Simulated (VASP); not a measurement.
# CdTe (I-4m2) in VASP: single point with PBE

Aim: the single point of CdTe with PBE.

Program: VASP 6.6.1. These are calculated values, not measurements. Logs are shortened: lines on timing, memory, paths and dates and some standing lists are left out, and cuts for length are marked.

## Step 1: The cell of the first run

It takes space group I-4m2 (No. 119, tetragonal). Conventional cell: a = 4.533 Å, b = 4.533 Å, c = 6.698 Å, α = 90.00°, β = 90.00°, γ = 90.00°. Cd (site symmetry -4m2) has 4 Te at 2.82 Å within 3.7 Å. Within 3.7 Å of Te (site symmetry -4m2) lie 4 Cd at 2.82 Å.

## Step 2: Single point, PBE (strain +0.0450 x Voigt [0, 0, 1, 0, 0, 0])

File INCAR:

```
SYSTEM = CdTe
PREC = Accurate
ENCUT = 520
EDIFF = 1E-6
ISMEAR = 0
SIGMA = 0.05
LREAL = .FALSE.
LASPH = .TRUE.
NELM = 60
ALGO = Normal
ISIF = 2
LWAVE = .FALSE.
LCHARG = .TRUE.
GGA = PE
LELF = .TRUE.
LVHAR = .TRUE.
NBANDS = 16
```

File KPOINTS:

```
regular mesh
0
G
  8 8 8
  0 0 0
```

File POSCAR:

```
CdTe
1.0
    0.0000000000      3.2050000000      3.3492250000
    3.2050000000      0.0000000000      3.3492250000
    3.2050000000      3.2050000000      0.0000000000
Cd Te
1 1
Direct
    0.0000000000      0.0000000000      0.0000000000
    0.7500000000      0.7500000000      0.7500000000
```

Potentials or basis: VASP PAW PBE potentials, release 64 (Cd, Te).

Started as:

```
$ cat potpaw_PBE.64/Cd/POTCAR potpaw_PBE.64/Te/POTCAR > POTCAR
$ mpirun -np 1 vasp_std > vasp.out
```

OUTCAR:

```text
SYSTEM = CdTe
   PREC = Accurate
   ENCUT = 520
   EDIFF = 1E-6
   ISMEAR = 0
   LREAL = .FALSE.
   LASPH = .TRUE.
   NELM = 60
   ISIF = 2
   GGA = PE

 ion  position               nearest neighbor table
   1  0.000  0.000  0.000-   2 2.82   2 2.82   2 2.82   2 2.82
   2  0.750  0.750  0.750-   1 2.82   1 2.82   1 2.82   1 2.82

  LATTYP: Found a body centered tetragonal cell.
 ALAT       =     4.5325544674
 C/A-ratio  =     1.4778531727

  Lattice vectors:

 A1 = (  -3.2050000000,   0.0000000000,   3.3492250000)
 A2 = (   3.2050000000,   0.0000000000,   3.3492250000)
 A3 = (   0.0000000000,   3.2050000000,  -3.3492250000)

Analysis of symmetry for initial positions (statically):
=====================================================================
 Subroutine PRICEL returns:
 Original cell was already a primitive cell.

 Routine SETGRP: Setting up the symmetry group for a
 body centered tetragonal supercell.

 Subroutine GETGRP returns: Found  8 space group operations
 (whereof  8 operations were pure point group operations)
 out of a pool of 16 trial point group operations.

The static configuration has the point symmetry D_2d.

Analysis of symmetry for dynamics (positions and initial velocities):
=====================================================================
 Subroutine PRICEL returns:
 Original cell was already a primitive cell.

 Routine SETGRP: Setting up the symmetry group for a
 body centered tetragonal supercell.

 Subroutine GETGRP returns: Found  8 space group operations
 (whereof  8 operations were pure point group operations)
 out of a pool of 16 trial point group operations.

The dynamic configuration has the point symmetry D_2d.

 Subroutine INISYM returns: Found  8 space group operations
 (whereof  8 operations are pure point group operations),
 and found     1 'primitive' translations

----------------------------------------------------------------------------------------

                                     Primitive cell

  volume of cell :      68.8066

  direct lattice vectors                    reciprocal lattice vectors
     0.000000000  3.205000000  3.349225000    -0.156006240  0.156006240  0.149288268
     3.205000000  0.000000000  3.349225000     0.156006240 -0.156006240  0.149288268
     3.205000000  3.205000000  0.000000000     0.156006240  0.156006240 -0.149288268

  length of vectors
     4.635658864  4.635658864  4.532554467     0.266388590  0.266388590  0.266388590

  position of ions in fractional coordinates (direct lattice)
     0.000000000  0.000000000  0.000000000
     0.750000000  0.750000000  0.750000000

  ion indices of the primitive-cell ions
   primitive index   ion index
                 1           1
                 2           2

----------------------------------------------------------------------------------------

 KPOINTS: regular mesh

Automatic generation of k-mesh.
 Grid dimensions read from file:
 generate k-points for:    8    8    8

 Generating k-lattice:

  Cartesian coordinates                     Fractional coordinates (reciprocal lattice)
    -0.019500780  0.019500780  0.018661034     0.125000000  0.000000000  0.000000000
     0.019500780 -0.019500780  0.018661034     0.000000000  0.125000000  0.000000000
     0.019500780  0.019500780 -0.018661034     0.000000000  0.000000000  0.125000000

  Length of vectors
     0.033298574  0.033298574  0.033298574

  Shift w.r.t. Gamma in fractional coordinates (k-lattice)
     0.000000000  0.000000000  0.000000000

 Subroutine IBZKPT returns following result:
 ===========================================

 Found     59 irreducible k-points:

 Following reciprocal coordinates:
            Coordinates               Weight
  0.000000  0.000000  0.000000      1.000000
  0.125000  0.000000  0.000000      8.000000
  0.250000  0.000000  0.000000      8.000000
  0.375000  0.000000  0.000000      8.000000
  0.500000  0.000000  0.000000      4.000000
  0.125000  0.125000  0.000000      2.000000
[... 16 lines left out ...]
  0.250000  0.000000  0.125000     16.000000
  0.375000  0.000000  0.125000     16.000000
 [... further k-points ...]
   k-points           NKPTS =     59   k-points in BZ     NKDIM =     59   number of bands    NBANDS=     16
   number of dos      NEDOS =    301   number of ions     NIONS =      2
   total plane-waves  NPLWV =  46656
   dimension x,y,z NGX =    36 NGY =   36 NGZ =   36
   dimension x,y,z NGXF=    72 NGYF=   72 NGZF=   72
   ions per type =               1   1
   NGX,Y,Z   is equivalent  to a cutoff of  12.91, 12.91, 13.20 a.u.
   NGXF,Y,Z  is equivalent  to a cutoff of  25.82, 25.82, 26.41 a.u.
 SYSTEM =  CdTe
   PREC   = accura    normal or accurate (medium, high low for compatibility)
   ISTART =      0    job   : 0-new  1-cont  2-samecut
   ICHARG =      2    charge: 1-file 2-atom 10-const
   ISPIN  =      1    spin polarized calculation?
   LNONCOLLINEAR =      F non collinear calculations
   LSORBIT =      F    spin-orbit coupling
   LASPH  =      T    aspherical Exc in radial PAW
   ENCUT  =  520.0 eV  38.22 Ry    6.18 a.u.   8.62  8.62  8.43*2*pi/ulx,y,z
   NELM   =     60;   NELMIN=  2; NELMDL= -5     # of ELM steps
   EDIFF  = 0.1E-05   stopping-criterion for ELM
   LREAL  =      F    real-space projection
   EDIFFG = 0.1E-04   stopping-criterion for IOM
   NSW    =      0    number of steps for IOM
   IBRION =     -1    ionic relax: 0-MD 1-quasi-New 2-CG
   NFREE  =      0    steps in history (QN), initial steepest desc. (CG)
   ISIF   =      2    stress and relaxation
   ISYM   =      2    0-nonsym 1-usesym 2-fastsym
   POTIM  = 0.5000    time-step for ionic-motion
   TEBEG  =    0.0;   TEEND  =   0.0 temperature during run
   PSTRESS=    0.0 pullay stress
   NELECT =      18.0000    total number of electrons
   NUPDOWN=      -1.0000    fix difference up-down
   EMIN   =  10.00;   EMAX   =-10.00  energy-range for DOS
   EFERMI =   0.00;   METHOD = LEGACY
   ISMEAR =     0;   SIGMA  =   0.05  broadening in eV -4-tet -1-fermi 0-gaus
   EFERMI_NEDOS =   21; number of points for ismear=-14 and -15
   IALGO  =     38    algorithm
   IMIX   =      4    mixing-type and parameters
     AMIX     =   0.40;   BMIX     =  1.00
     AMIX_MAG =   1.60;   BMIX_MAG =  1.00
  volume/ion in A,a.u.               =      34.40       232.17
  Fermi-wavevector in a.u.,A,eV,Ry     =   1.047021  1.978583 14.915437  1.096254
  Thomas-Fermi vector in A             =   2.181884
   LORBIT       =      0    0 simple, 1 ext, 2 COOP (PROOUT), +10 PAW based schemes
   GGA     = PE    functional components
   LHFCALC =     F    Hartree Fock is set to
   AEXX    =    0.0000 exact exchange contribution
   IVDW    =     0    specifies the selected vdW correction
   LEPSILON=     F    determine dielectric tensor
   LRPA    =     F    only Hartree local field effects (RPA)
 non-spin polarized calculation
 Gauss-broadening in eV      SIGMA  =   0.05
  energy-cutoff  :      520.00
  volume of cell :       68.81
 maximum number of plane-waves:      1876
 NGX is ok and might be reduce to    36
   NGX = 17   NGY = 17   NGZ = 17

 number of electron      18.0000001 magnetization

 Free energy of the ion-electron system (eV)
  ---------------------------------------------------
  ext. energy  EPLUGINS =         0.00000000
  ---------------------------------------------------
  free energy    TOTEN  =        -4.78248489 eV

  energy without entropy =       -4.78248489  energy(sigma->0) =       -4.78248489

 E-fermi :   2.5685     XC(G=0):  -8.5381

 val. band max:        2.2962291543   @ k =   0.0000   0.0000   0.0000
 cond. band min:       2.9763083026   @ k =   0.0000   0.0000   0.0000
 fundamental gap:      0.6800791483
 Fermi energy:         2.5684984226

 k-point     1 :       0.0000    0.0000    0.0000
  band No.  band energies     occupation
      1      -8.8613      2.00000
      2      -6.0076      2.00000
      3      -5.9962      2.00000
      4      -5.9962      2.00000
      5      -5.7516      2.00000
      6      -5.7459      2.00000
[... 8 lines left out ...]
     15      11.2416      0.00000
     16      11.8934      0.00000

 k-point     2 :       0.1250    0.0000    0.0000
  band No.  band energies     occupation
      1      -8.8043      2.00000
      2      -5.9940      2.00000
      3      -5.9854      2.00000
      4      -5.9547      2.00000
      5      -5.7514      2.00000
      6      -5.7475      2.00000
[... 8 lines left out ...]
     15      10.6952      0.00000
     16      11.1036      0.00000

 k-point     3 :       0.2500    0.0000    0.0000
  band No.  band energies     occupation
      1      -8.6662      2.00000
      2      -5.9702      2.00000
      3      -5.9612      2.00000
      4      -5.8086      2.00000
      5      -5.7491      2.00000
      6      -5.7457      2.00000
[... 8 lines left out ...]
     15      10.7756      0.00000
     16      10.7799      0.00000

 k-point     4 :       0.3750    0.0000    0.0000
  band No.  band energies     occupation
      1      -8.5294      2.00000
      2      -5.9513      2.00000
      3      -5.9405      2.00000
      4      -5.7467      2.00000
      5      -5.7427      2.00000
      6      -5.5585      2.00000
[... 8 lines left out ...]
     15      11.4369      0.00000
     16      11.5700      0.00000

 k-point     5 :       0.5000    0.0000    0.0000
  band No.  band energies     occupation
      1      -8.4739      2.00000
      2      -5.9450      2.00000
      3      -5.9332      2.00000
      4      -5.7442      2.00000
      5      -5.7369      2.00000
      6      -5.4065      2.00000
[... 8 lines left out ...]
     15      12.4072      0.00000
     16      12.6390      0.00000

 k-point     6 :       0.1250    0.1250    0.0000
  band No.  band energies     occupation
      1      -8.7887      2.00000
      2      -5.9753      2.00000
      3      -5.9753      2.00000
      4      -5.9615      2.00000
      5      -5.7592      2.00000
      6      -5.7423      2.00000
[... 8 lines left out ...]
     15      10.6785      0.00000
     16      12.0151      0.00000

 k-point     7 :       0.2500    0.1250    0.0000
  band No.  band energies     occupation
      1      -8.6800      2.00000
      2      -5.9620      2.00000
      3      -5.9503      2.00000
      4      -5.8496      2.00000
      5      -5.7603      2.00000
      6      -5.7402      2.00000
[... 8 lines left out ...]
     15      11.5769      0.00000
     16      11.6702      0.00000

 k-point     8 :       0.3750    0.1250    0.0000
  band No.  band energies     occupation
      1      -8.5432      2.00000
      2      -5.9458      2.00000
      3      -5.9276      2.00000
      4      -5.7636      2.00000
      5      -5.7394      2.00000
      6      -5.6168      2.00000
[... 8 lines left out ...]
     15      11.4104      0.00000
     16      11.9974      0.00000

 k-point     9 :       0.5000    0.1250    0.0000
  band No.  band energies     occupation
      1      -8.4595      2.00000
      2      -5.9365      2.00000
      3      -5.9193      2.00000
      4      -5.7493      2.00000
      5      -5.7423      2.00000
      6      -5.3994      2.00000
[... 8 lines left out ...]
     15      11.9972      0.00000
     16      12.4919      0.00000
[... 172 lines left out ...]
 k-point    19 :       0.5000    0.3750    0.0000
  band No.  band energies     occupation
      1      -8.3860      2.00000
      2      -5.8713      2.00000
      3      -5.8542      2.00000
      4      -5.8141      2.00000
      5      -5.7270      2.00000
      6      -5.3392      2.00000
[... 8 lines left out ...]
     15      13.0594      0.00000
     16      13.6672      0.00000

 k-point    20 :      -0.3750    0.3750    0.0000
  band No.  band energies     occupation
      1      -8.3755      2.00000
      2      -5.8924      2.00000
      3      -5.8647      2.00000
      4      -5.7862      2.00000
      5      -5.7383      2.00000
      6      -5.2534      2.00000
[... 8 lines left out ...]
     15      11.9742      0.00000
     16      14.3488      0.00000

 k-point    21 :       0.5000    0.5000    0.0000
  band No.  band energies     occupation
      1      -8.3699      2.00000
      2      -5.8419      2.00000
      3      -5.8419      2.00000
      4      -5.8389      2.00000
      5      -5.7217      2.00000
      6      -5.3194      2.00000
[... 8 lines left out ...]
     15      13.1590      0.00000
     16      13.8476      0.00000

 k-point    22 :       0.1250    0.0000    0.1250
  band No.  band energies     occupation
      1      -8.7838      2.00000
      2      -5.9870      2.00000
      3      -5.9748      2.00000
      4      -5.9512      2.00000
      5      -5.7523      2.00000
      6      -5.7452      2.00000
[... 8 lines left out ...]
     15      10.8658      0.00000
     16      11.5064      0.00000

 k-point    23 :       0.2500    0.0000    0.1250
  band No.  band energies     occupation
      1      -8.6719      2.00000
      2      -5.9652      2.00000
      3      -5.9522      2.00000
      4      -5.8527      2.00000
      5      -5.7480      2.00000
      6      -5.7367      2.00000
[... 8 lines left out ...]
     15      11.3090      0.00000
     16      11.7272      0.00000

 k-point    24 :       0.3750    0.0000    0.1250
  band No.  band energies     occupation
      1      -8.5357      2.00000
      2      -5.9450      2.00000
      3      -5.9306      2.00000
      4      -5.7752      2.00000
      5      -5.7379      2.00000
      6      -5.5932      2.00000
[... 8 lines left out ...]
     15      11.4548      0.00000
     16      12.0961      0.00000

 [... further k-points ...]

------------------------ aborting loop because EDIFF is reached ----------------------------------------

  FORCE on cell =-STRESS in cart. coord.  units (eV):
  Direction    XX          YY          ZZ          XY          YZ          ZX
  --------------------------------------------------------------------------------------
  -------------------------------------------------------------------------------------
  Total        1.0344734      1.0344734      0.7249833      0.0000000     -0.0000000      0.0000000
  in kB       24.0879318     24.0879318     16.8813893      0.0000000     -0.0000000      0.0000000
  external PRESSURE =      21.6857509 kB  Pullay stress =       0.0000000 kB

 VOLUME and BASIS-vectors are now :
 -----------------------------------------------------------------------------
  energy-cutoff  :      520.00
  volume of cell :       68.81
      direct lattice vectors                 reciprocal lattice vectors
     0.000000000  3.205000000  3.349225000    -0.156006240  0.156006240  0.149288268
     3.205000000  0.000000000  3.349225000     0.156006240 -0.156006240  0.149288268
     3.205000000  3.205000000  0.000000000     0.156006240  0.156006240 -0.149288268

 POSITION                                       TOTAL-FORCE (eV/Angst)
 -----------------------------------------------------------------------------------
      0.00000      0.00000      0.00000         0.000000      0.000000      0.000000
      4.80750      4.80750      5.02384        -0.000000     -0.000000     -0.000000
 -----------------------------------------------------------------------------------
    total drift:                                0.000000      0.000000      0.000001

  FREE ENERGIE OF THE ION-ELECTRON SYSTEM (eV)
  ---------------------------------------------------
  free  energy   TOTEN  =        -4.7824848869 eV

  energy  without entropy=       -4.7824848869  energy(sigma->0) =       -4.78248489
```

Run time: 61 s. Hardware: 1 thread of AMD EPYC 7R13 (Zen 3), shared host; peak memory 0.21 GiB.

What came out:

| Quantity | Value |
| --- | --- |
| Free energy | -4.7825 eV |
| Pressure | 2.2 GPa |
| Band gap on the k mesh | 0.68 eV, direct |

Caveat: the cell differs from its parent crystal (strain +0.0450 x Voigt [0, 0, 1, 0, 0, 0]); spin-orbit coupling is left out, which moves the levels of the heavy elements.
